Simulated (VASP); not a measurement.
Runs of VASP 6.6.1 on BaTiO3. Symmetry: Amm2, No. 38, orthorhombic system. The conventional cell has a = 3.986 Å, b = 5.674 Å, c = 5.690 Å, α = 90.00°, β = 90.00°, γ = 90.00°. Ba (site symmetry mm2) has 12 O at 2.77 to 2.92 Å and 8 Ti at 3.42 to 3.53 Å within 3.7 Å. Within 2.6 Å of Ti (site symmetry mm2) lie 6 O at 1.93 to 2.09 Å. O (site symmetry mm2) has 2 Ti at 2.00 Å within 2.6 Å. O (site symmetry m) has 2 Ti at 1.93 to 2.09 Å within 2.6 Å. 

```csv
level,U,gap on the mesh (eV),pressure (GPa),largest force (eV/Å)
PBEsol+U,Ti d U = 1.5 eV,1.95,-1.2,0.21
PBEsol+U,Ti d U = 6.0 eV,2.51,2.8,0.67
PBEsol,-,1.80,-2.2,0.31
PBEsol+U,Ti d U = 4.5 eV,2.31,(a),0.44
PBEsol+U,Ti d U = 3.0 eV,(b),(c),0.21
```

Alike in all rows: task single point; potentials or basis VASP PAW PBE potentials, release 64 (Ba_sv, Ti_sv, O); no spin polarisation; cell as given; k mesh 4 × 4 × 4; cutoff (eV) 600; smearing gaussian 0.01 eV.

Task: Estimate the missing entries.

Result: (a) 1.5; (b) 2.13; (c) 0.2.

Caveats: the PAW data sets were made with another functional, which shifts forces and pressure a little; spin-orbit coupling is left out, which moves the levels of the heavy elements.

A k mesh can miss the band edges, and the runs leave out spin-orbit coupling on Ba.
